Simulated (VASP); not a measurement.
The system is ZnGeO2.

```xyz
4
Lattice="3.4269 0.0000 0.0000 0.0000 3.4269 0.0000 0.0000 0.0000 4.8364" Properties=species:S:1:pos:R:3 pbc="T T T"
Zn    1.7134    1.7134    2.4182
Ge    0.0000    0.0000    0.0000
O     0.0000    1.7134    1.2236
O     1.7134    0.0000    3.6127
```

The cell was built from a structure type or drawn by symmetry, and may not be a known phase.

```yaml
Program: VASP 6.6.1
Task: relaxation of cell and atoms
Functional: PBE
Potentials_or_basis: VASP PAW PBE potentials, release 64 (Zn, Ge_d, O)
Cutoff: 600 eV
k_mesh: 6 × 6 × 4
Occupations: gaussian, width 0.1 eV
Spin: no spin polarisation
```

At the start: pressure 2.2 GPa; volume 14.20 Å³/atom.

Question: How do energy, volume and symmetry change on relaxing?

Answer: Over 5 steps the energy falls by 43.3 meV/atom and the volume is 14.48 Å³/atom (+2.0 %); space group P-4m2 (No. 115, to 0.1 Å) before and after.

Step by step:
```tsv
step	energy change (eV)	largest force (eV/Å)	pressure (GPa)	volume (Å³)
1	0.0000	1.0537	2.17	56.80
2	-0.1044	0.7769	-0.53	58.39
3	-0.1395	0.3459	-3.04	59.84
4	-0.1730	0.0543	0.02	57.81
5	-0.1732	0.0265	-0.17	57.94
```

Final structure:
```yaml
crystal:
  lattice:
    - [3.46413, 0.00000, 0.00000]
    - [0.00000, 3.46413, 0.00000]
    - [0.00000, 0.00000, 4.82821]
  atoms:
    - { symbol: Zn, position: [0.50000, 0.50000, 0.50000] }
    - { symbol: Ge, position: [0.00000, 0.00000, 0.00000] }
    - { symbol: O, position: [0.00000, 0.50000, 0.28152] }
    - { symbol: O, position: [0.50000, 0.00000, 0.71848] }
```
